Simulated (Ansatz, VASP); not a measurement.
## One calculation of Sr, two programs

```xyz
1
Lattice="-2.4350 2.4350 2.4350 2.4350 -2.4350 2.4350 2.4350 2.4350 -2.4350" Properties=species:S:1:pos:R:3 pbc="T T T"
Sr    0.0000    0.0000    0.0000
```

Alike in both runs: task relaxation of cell and atoms; functional PBE; k mesh 12 × 12 × 12; occupations gaussian, width 0.1 eV; no spin polarisation.

|  | VASP | Ansatz |
| --- | --- | --- |
| version | VASP 6.6.1 | Ansatz 0.2.0 |
| potentials or method | VASP PAW PBE potentials, release 64 (Sr_sv), cutoff 600 eV | scalar-relativistic, plane waves, PAW |
| valence electrons in the cell | 10 | 10 |

|  | VASP | Ansatz | Ansatz less VASP |
| --- | --- | --- | --- |
| gap on the k mesh at the Fermi level, each at its own relaxed structure (eV) | none | none | - |
| relaxed volume (Å³/atom) | 53.82 | 53.84 | +0.013 |
| relaxed cell length with the largest relative difference (Å) | 4.120 | 4.120 | +0.0003 |

A gap of «none» marks a metal or a gap that the smearing closes.
